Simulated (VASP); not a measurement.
# Cu in VASP: settings compared

The runs below take Cu through single point, with PBEsol, LDA.

All numbers are computed with VASP 6.6.1; they aren't measurements. Logs are shortened: lines on timing, memory, paths and dates and some standing lists are left out, and cuts for length are marked.

## Step 1: The cell of the first run

It takes space group Fmmm (No. 69, orthorhombic). Conventional cell: a = 2.752 Å, b = 3.999 Å, c = 4.162 Å, α = 90.00°, β = 90.00°, γ = 90.00°. Within 3.2 Å of Cu (site symmetry mmm) lie 14 Cu at 2.43 to 2.89 Å.

## Step 2: Single point, PBEsol

Input file INCAR:

```
ALGO = Normal
EDIFF = 1E-7
ENCUT = 520
GGA = PS
ISIF = 2
ISMEAR = -1
LASPH = T
LCHARG = T
LELF = T
LREAL = F
LVHAR = T
LWAVE = F
NBANDS = 12
NELM = 100
PREC = Accurate
SIGMA = 0.05
```

Input file KPOINTS:

```
k-points
0
Gamma
  11 11 11
```

Input file POSCAR:

```
Cu
1.0
   -1.4716491864      1.4716491864      1.3760814500
    1.4716491864     -1.4716491864      1.3760814500
    1.4139374536      1.4139374536     -1.3760814500
Cu
1
Direct
    0.0000000000      0.0000000000      0.0000000000
```

Potentials or basis: VASP PAW PBE potentials, release 64 (Cu).

Command:

```console
cat potpaw_PBE.64/Cu/POTCAR > POTCAR
mpirun -np 1 vasp_std > vasp.out
```

OUTCAR:

```text
EDIFF = 1E-7
   ENCUT = 520
   GGA = PS
   ISIF = 2
   ISMEAR = -1
   LASPH = T
   LREAL = F
   NELM = 100
   PREC = Accurate

 ion  position               nearest neighbor table
   1  0.000  0.000  0.000-

  LATTYP: Found a face centered orthorhombic cell.
 ALAT       =     2.7521629000
 B/A-ratio  =     1.4531185805
 C/A-ratio  =     1.5124295429

  Lattice vectors:

 A1 = (  -0.0577117328,   2.8855866400,   0.0000000000)
 A2 = (  -1.4716491864,   1.4716491864,   1.3760814500)
 A3 = (   1.4139374536,   1.4139374536,   1.3760814500)

Analysis of symmetry for initial positions (statically):
=====================================================================
 Subroutine PRICEL returns:
 Original cell was already a primitive cell.

 Routine SETGRP: Setting up the symmetry group for a
 face centered orthorhombic supercell.

 Subroutine GETGRP returns: Found  8 space group operations
 (whereof  8 operations were pure point group operations)
 out of a pool of  8 trial point group operations.

The static configuration has the point symmetry D_2h.

Analysis of symmetry for dynamics (positions and initial velocities):
=====================================================================
 Subroutine PRICEL returns:
 Original cell was already a primitive cell.

 Routine SETGRP: Setting up the symmetry group for a
 face centered orthorhombic supercell.

 Subroutine GETGRP returns: Found  8 space group operations
 (whereof  8 operations were pure point group operations)
 out of a pool of  8 trial point group operations.

The dynamic configuration has the point symmetry D_2h.

 Subroutine INISYM returns: Found  8 space group operations
 (whereof  8 operations are pure point group operations),
 and found     1 'primitive' translations

----------------------------------------------------------------------------------------

                                     Primitive cell

  volume of cell :      11.4535

  direct lattice vectors                    reciprocal lattice vectors
    -1.471649186  1.471649186  1.376081450     0.006933773  0.346688658  0.363350585
     1.471649186 -1.471649186  1.376081450     0.346688658  0.006933773  0.363350585
     1.413937454  1.413937454 -1.376081450     0.353622431  0.353622431  0.000000000

  length of vectors
     2.495015594  2.495015594  2.427352138     0.502259645  0.502259645  0.500097638

  position of ions in fractional coordinates (direct lattice)
     0.000000000  0.000000000  0.000000000

  ion indices of the primitive-cell ions
   primitive index   ion index
                 1           1

----------------------------------------------------------------------------------------

 KPOINTS: k-points

Automatic generation of k-mesh.
 Grid dimensions read from file:
 generate k-points for:   11   11   11

 Generating k-lattice:

  Cartesian coordinates                     Fractional coordinates (reciprocal lattice)
     0.000630343  0.031517151  0.033031871     0.090909091  0.000000000  0.000000000
     0.031517151  0.000630343  0.033031871     0.000000000  0.090909091  0.000000000
     0.032147494  0.032147494  0.000000000     0.000000000  0.000000000  0.090909091

  Length of vectors
     0.045659968  0.045659968  0.045463422

  Shift w.r.t. Gamma in fractional coordinates (k-lattice)
     0.000000000  0.000000000  0.000000000

 Subroutine IBZKPT returns following result:
 ===========================================

 Found    216 irreducible k-points:

 Following reciprocal coordinates:
            Coordinates               Weight
  0.000000  0.000000  0.000000      1.000000
  0.090909 -0.000000  0.000000      8.000000
  0.181818 -0.000000  0.000000      8.000000
  0.272727 -0.000000  0.000000      8.000000
  0.363636 -0.000000  0.000000      8.000000
  0.454545  0.000000 -0.000000      8.000000
[... 16 lines left out ...]
 -0.272727  0.181818 -0.000000      8.000000
 -0.181818  0.181818  0.000000      2.000000
 [... further k-points ...]
   k-points           NKPTS =    216   k-points in BZ     NKDIM =    216   number of bands    NBANDS=     12
   number of dos      NEDOS =    301   number of ions     NIONS =      1
   total plane-waves  NPLWV =   7200
   dimension x,y,z NGX =    20 NGY =   20 NGZ =   18
   dimension x,y,z NGXF=    40 NGYF=   40 NGZF=   36
   ions per type =               1
   NGX,Y,Z   is equivalent  to a cutoff of  13.33, 13.33, 12.33 a.u.
   NGXF,Y,Z  is equivalent  to a cutoff of  26.65, 26.65, 24.66 a.u.
 SYSTEM =  unknown system
   PREC   = accura    normal or accurate (medium, high low for compatibility)
   ISTART =      0    job   : 0-new  1-cont  2-samecut
   ICHARG =      2    charge: 1-file 2-atom 10-const
   ISPIN  =      1    spin polarized calculation?
   LNONCOLLINEAR =      F non collinear calculations
   LSORBIT =      F    spin-orbit coupling
   LASPH  =      T    aspherical Exc in radial PAW
   ENCUT  =  520.0 eV  38.22 Ry    6.18 a.u.   4.64  4.64  4.51*2*pi/ulx,y,z
   NELM   =    100;   NELMIN=  2; NELMDL= -5     # of ELM steps
   EDIFF  = 0.1E-06   stopping-criterion for ELM
   LREAL  =      F    real-space projection
   EDIFFG = 0.1E-05   stopping-criterion for IOM
   NSW    =      0    number of steps for IOM
   IBRION =     -1    ionic relax: 0-MD 1-quasi-New 2-CG
   NFREE  =      0    steps in history (QN), initial steepest desc. (CG)
   ISIF   =      2    stress and relaxation
   ISYM   =      2    0-nonsym 1-usesym 2-fastsym
   POTIM  = 0.5000    time-step for ionic-motion
   TEBEG  =    0.0;   TEEND  =   0.0 temperature during run
   PSTRESS=    0.0 pullay stress
   NELECT =      11.0000    total number of electrons
   NUPDOWN=      -1.0000    fix difference up-down
   EMIN   =  10.00;   EMAX   =-10.00  energy-range for DOS
   EFERMI =   0.00;   METHOD = LEGACY
   ISMEAR =    -1;   SIGMA  =   0.05  broadening in eV -4-tet -1-fermi 0-gaus
   EFERMI_NEDOS =   21; number of points for ismear=-14 and -15
   IALGO  =     38    algorithm
   IMIX   =      4    mixing-type and parameters
     AMIX     =   0.40;   BMIX     =  1.00
     AMIX_MAG =   1.60;   BMIX_MAG =  1.00
  volume/ion in A,a.u.               =      11.45        77.29
  Fermi-wavevector in a.u.,A,eV,Ry     =   1.615200  3.052285 35.495826  2.608870
  Thomas-Fermi vector in A             =   2.709986
   LORBIT       =      0    0 simple, 1 ext, 2 COOP (PROOUT), +10 PAW based schemes
   GGA     = PS    functional components
   LHFCALC =     F    Hartree Fock is set to
   AEXX    =    0.0000 exact exchange contribution
   IVDW    =     0    specifies the selected vdW correction
   LEPSILON=     F    determine dielectric tensor
   LRPA    =     F    only Hartree local field effects (RPA)
 non-spin polarized calculation
  energy-cutoff  :      520.00
  volume of cell :       11.45
 maximum number of plane-waves:       325
   NGX =  9   NGY =  9   NGZ =  9

 number of electron      11.0000003 magnetization

 Free energy of the ion-electron system (eV)
  ---------------------------------------------------
  ext. energy  EPLUGINS =         0.00000000
  ---------------------------------------------------
  free energy    TOTEN  =        -4.27117075 eV

  energy without entropy =       -4.26875061  energy(sigma->0) =       -4.26996068

 E-fermi :   7.7306     XC(G=0): -13.0867

 val. band max:        7.6951625043   @ k =  -0.0909   0.1818   0.3636
 cond. band min:       7.7615819236   @ k =  -0.0909   0.3636   0.1818
 fundamental gap:      0.0664194193
 Fermi energy:         7.7306403336

 k-point     1 :       0.0000    0.0000    0.0000
  band No.  band energies     occupation
      1      -1.8334      2.00000
      2       4.4605      2.00000
      3       4.5279      2.00000
      4       4.8004      2.00000
      5       5.5586      2.00000
      6       5.7634      2.00000
      7      31.6974      0.00000
      8      33.3517      0.00000
      9      33.9038      0.00000
     10      35.8023      0.00000
     11      36.3424      0.00000
     12      37.3438      0.00000

 k-point     2 :       0.0909   -0.0000    0.0000
  band No.  band energies     occupation
      1      -1.5032      2.00000
      2       4.4449      2.00000
      3       4.5799      2.00000
      4       4.8166      2.00000
      5       5.5572      2.00000
      6       5.7193      2.00000
      7      30.2934      0.00000
      8      31.1825      0.00000
      9      32.5741      0.00000
     10      34.0502      0.00000
     11      34.9935      0.00000
     12      35.7816      0.00000

 k-point     3 :       0.1818   -0.0000    0.0000
  band No.  band energies     occupation
      1      -0.5480      2.00000
      2       4.3035      2.00000
      3       4.5955      2.00000
      4       5.0684      2.00000
      5       5.5500      2.00000
      6       5.6747      2.00000
      7      25.5982      0.00000
      8      28.9659      0.00000
      9      30.8188      0.00000
     10      31.4070      0.00000
     11      33.6419      0.00000
     12      36.6750      0.00000
[... 286 lines left out ...]
 k-point    23 :      -0.2727    0.1818   -0.0000
  band No.  band energies     occupation
      1       0.1860      2.00000
      2       4.2759      2.00000
      3       4.3178      2.00000
      4       5.4271      2.00000
      5       5.5248      2.00000
      6       5.7841      2.00000
      7      21.4778      0.00000
      8      26.7548      0.00000
      9      29.8291      0.00000
     10      33.2050      0.00000
     11      35.9934      0.00000
     12      37.0228      0.00000

 k-point    24 :      -0.1818    0.1818    0.0000
  band No.  band energies     occupation
      1      -0.6613      2.00000
      2       4.3502      2.00000
      3       4.4080      2.00000
      4       5.2160      2.00000
      5       5.4544      2.00000
      6       5.7685      2.00000
      7      23.5804      0.00000
      8      30.6531      0.00000
      9      32.1828      0.00000
     10      32.2923      0.00000
     11      34.3795      0.00000
     12      36.4932      0.00000

 [... further k-points ...]

------------------------ aborting loop because EDIFF is reached ----------------------------------------

  FORCE on cell =-STRESS in cart. coord.  units (eV):
  Direction    XX          YY          ZZ          XY          YZ          ZX
  --------------------------------------------------------------------------------------
  -------------------------------------------------------------------------------------
  Total       -0.0062011     -0.0062011     -0.0447840      0.3449599      0.0000000      0.0000000
  in kB       -0.8674377     -0.8674377     -6.2646283     48.2548051      0.0000000      0.0000000
  external PRESSURE =      -2.6665012 kB  Pullay stress =       0.0000000 kB

 VOLUME and BASIS-vectors are now :
 -----------------------------------------------------------------------------
  energy-cutoff  :      520.00
  volume of cell :       11.45
      direct lattice vectors                 reciprocal lattice vectors
    -1.471649186  1.471649186  1.376081450     0.006933773  0.346688658  0.363350585
     1.471649186 -1.471649186  1.376081450     0.346688658  0.006933773  0.363350585
     1.413937454  1.413937454 -1.376081450     0.353622431  0.353622431  0.000000000

 POSITION                                       TOTAL-FORCE (eV/Angst)
 -----------------------------------------------------------------------------------
      0.00000      0.00000      0.00000         0.000000      0.000000      0.000000
 -----------------------------------------------------------------------------------
    total drift:                                0.000000     -0.000000      0.000000

  FREE ENERGIE OF THE ION-ELECTRON SYSTEM (eV)
  ---------------------------------------------------
  free  energy   TOTEN  =        -4.2711707479 eV

  energy  without entropy=       -4.2687506097  energy(sigma->0) =       -4.26996068
```

It took 20 s on 1 thread of Intel Xeon 6455B, shared host; peak memory 0.14 GiB.

Results:

```
Free energy : -4.2712 eV
Pressure    : -0.3 GPa
```

Stress tensor (GPa, compression positive):
```
-0.09  4.83  0.00
 4.83 -0.09  0.00
 0.00  0.00 -0.63
```

Caveat: the PAW data sets were made with another functional, which shifts forces and pressure a little.

## Step 3: Single point, PBEsol

Input file INCAR:

```
PREC = Accurate ; ENCUT = 520
EDIFF = 1E-7 ; ISMEAR = -1
SIGMA = 0.05 ; LREAL = F
LASPH = T ; NELM = 60
ALGO = Normal ; ISIF = 2
LWAVE = F ; LCHARG = F
GGA = PS ; NBANDS = 12
```

Input file KPOINTS:

```
Automatic mesh
0
Gamma
  11 11 11
```

Input file POSCAR:

```
Cu
1.0
   -1.4500072866      1.4500072866      1.3760814500
    1.4500072866     -1.4500072866      1.3760814500
    1.4355793534      1.4355793534     -1.3760814500
Cu
1
Direct
    0.0000000000      0.0000000000      0.0000000000
```

Potentials or basis: VASP PAW PBE potentials, release 64 (Cu).

Command:

```console
cat potpaw_PBE.64/Cu/POTCAR > POTCAR
mpirun -np 1 vasp_std > vasp.out
```

Wall time 16 s (1 thread of Intel Xeon 6455B, shared host); peak memory 0.14 GiB.

The run converged. Its results:

| Item | Value |
| --- | --- |
| Free energy | -4.2776 eV |
| Pressure | -0.5 GPa |

Stress tensor (GPa, compression positive):
```
-0.29  1.22  0.00
 1.22 -0.29  0.00
 0.00  0.00 -0.96
```

Levels at points of the mesh, in eV from the Fermi level:
```tsv
k point	band 2	band 3	band 4	band 5	band 6	band 7	band 8	band 9	band 10	band 11
(0.00, 0.00, 0.00)	-3.25	-3.09	-3.02	-2.18	-1.96	24.70	25.12	26.16	28.84	28.84
```

Caveat: the PAW data sets were made with another functional, which shifts forces and pressure a little.

## Step 4: Single point, LDA

This run uses another cell than the first one, of 11.00 Å³/atom, 0.960 times its volume.

Input file INCAR:

```
ALGO = Normal
EDIFF = 1E-6
ENCUT = 700
GGA_COMPAT = F
ISIF = 2
ISMEAR = -1
LASPH = T
LCHARG = F
LREAL = F
LWAVE = F
NBANDS = 16
NELM = 120
PREC = Accurate
SIGMA = 0.05
```

Input file KPOINTS:

```
k-points
0
Gamma
  13 13 13
```

Input file POSCAR:

```
Cu
1.0
   -1.4232937226      1.4232937226      1.3574834749
    1.4232937226     -1.4232937226      1.3574834749
    1.4232937226      1.4232937226     -1.3574834749
Cu
1
Direct
    0.0000000000      0.0000000000      0.0000000000
```

Potentials or basis: VASP PAW LDA potentials, release 64 (Cu_sv_GW).

Command:

```console
cat potpaw_LDA.64/Cu_sv_GW/POTCAR > POTCAR
mpirun -np 1 vasp_std > vasp.out
```

Run time: 17 s. Hardware: 1 thread of Intel Xeon 6975P-C (Granite Rapids), shared host; peak memory 0.19 GiB.

It converged, with:

```
Free energy : -4.8209 eV
Pressure    : -5.3 GPa
```

Levels at points of the mesh, in eV from the Fermi level:
```
           k point  band 6  band 7  band 8  band 9  band 10  band 11  band 12  band 13  band 14  band 15
(0.00, 0.00, 0.00)   -3.44   -3.23   -3.23   -2.27    -2.04    25.41    25.41    26.68    29.62    29.70
```

## Step 5: Summary

```csv
level,potentials or basis,cell,k mesh,cutoff (eV),second run,gap on the mesh (eV),pressure (GPa)
PBEsol,"VASP PAW PBE potentials, release 64 (Cu)","a = 2.495, b = 2.495, c = 2.427 Å, angles 108.2, 108.2, 113.1°, 1 atom",11 × 11 × 11,520,-,none,-0.3
PBEsol,"VASP PAW PBE potentials, release 64 (Cu)","a = 2.470, b = 2.470, c = 2.453 Å, angles 108.2, 108.2, 112.3°, 1 atom",11 × 11 × 11,520,-,none,-0.5
LDA,"VASP PAW LDA potentials, release 64 (Cu_sv_GW)","a = 2.428 Å, angles 108.2, 108.2, 112.0°, 1 atom",13 × 13 × 13,700,valence_matched,none,-5.3
```

Alike in all rows: task single point; no spin polarisation; smearing fermi-dirac 0.05 eV.

Caveats: the PAW data sets were made with another functional, which shifts forces and pressure a little (some runs).

Total energies depend on the potentials used, so only differences within one code and one set of settings carry meaning.
